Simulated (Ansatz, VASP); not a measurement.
# Two plane-wave programs on Si2B

```
Si B
1.0
     3.24476    0.00000    0.00000
     0.00000    3.24476    0.00000
     0.00000    0.00000    6.80956
Si B
4 2
Direct
  0.00000 0.00000 0.00000
  0.50000 0.50000 0.00000
  0.50000 0.00000 0.64000
  0.00000 0.50000 0.36000
  0.50000 0.00000 0.28000
  0.00000 0.50000 0.72000
```

Alike in both runs: task relaxation of cell and atoms; functional PBE; k mesh 6 × 6 × 4; occupations gaussian, width 0.1 eV; no spin polarisation.

|  | VASP | Ansatz |
| --- | --- | --- |
| version | VASP 6.6.1 | Ansatz 0.2.0 |
| potentials or method | VASP PAW PBE potentials, release 64 (Si, B), cutoff 600 eV | scalar-relativistic, plane waves, PAW |
| valence electrons in the cell | 22 | 22 |

VASP gave:

```
gap on the k mesh at the Fermi level, each at its own relaxed structure (eV) : none
relaxed volume (Å³/atom)                                                     : 11.48
relaxed length of the cell vector where the two differ most in proportion (Å)              : 6.200
```

Question: Which values does Ansatz return?

Answer: gap on the k mesh at the Fermi level, each at its own relaxed structure (eV): none; relaxed volume (Å³/atom): 11.48; relaxed length of the cell vector where the two differ most in proportion (Å): 6.193.

A gap of «none» marks a metal or a gap that the smearing closes.
